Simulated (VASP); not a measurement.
Input of a VASP 6.6.1 run:

The input INCAR:

```
SYSTEM = CO2
ALGO     = Normal         ! electronic algorithm
EDIFF    = 1E-6           ! SCF threshold, eV
ENCUT    = 520            ! plane-wave cutoff, eV
GGA      = PE             ! functional
ISIF     = 2              ! what is computed and relaxed
ISMEAR   = 0              ! smearing method
IVDW     = 12             ! dispersion correction
LASPH    = .True.         ! aspherical terms in the spheres
LCHARG   = .False.        ! write CHGCAR
LREAL    = .False.        ! projectors in reciprocal space
LWAVE    = .False.        ! write WAVECAR
NBANDS   = 15             ! bands
NELM     = 60             ! most SCF steps
PREC     = Accurate       ! precision mode
SIGMA    = 0.01           ! smearing width, eV
```

The input KPOINTS:

```
k-points
0
Gamma
  1 1 1
  0 0 0
```

The input POSCAR:

```
CO2
1.0
   10.9000000000      0.0000000000      0.0000000000
    0.0000000000      9.2000000000      0.0000000000
    0.0000000000      0.0000000000     10.7000000000
C O
1 2
Direct
    0.5000000000      0.5000750256      0.5000000000
    0.5892273665      0.5000749622      0.4391163821
    0.4107726335      0.5000749622      0.5608836179
```

Potentials or basis: VASP PAW PBE potentials, release 64 (C, O).

Run with:

```console
$ cat potpaw_PBE.64/C/POTCAR potpaw_PBE.64/O/POTCAR > POTCAR
$ mpirun -np 1 vasp_gam > vasp.out
```

(1) Predict the gap between the frontier levels.

(2) Estimate the largest force.

(3) What does it give for the dispersion energy per atom?

Results:

(1) 7.99 eV.

(2) 0.632 eV/Å.

(3) -0.009 eV.
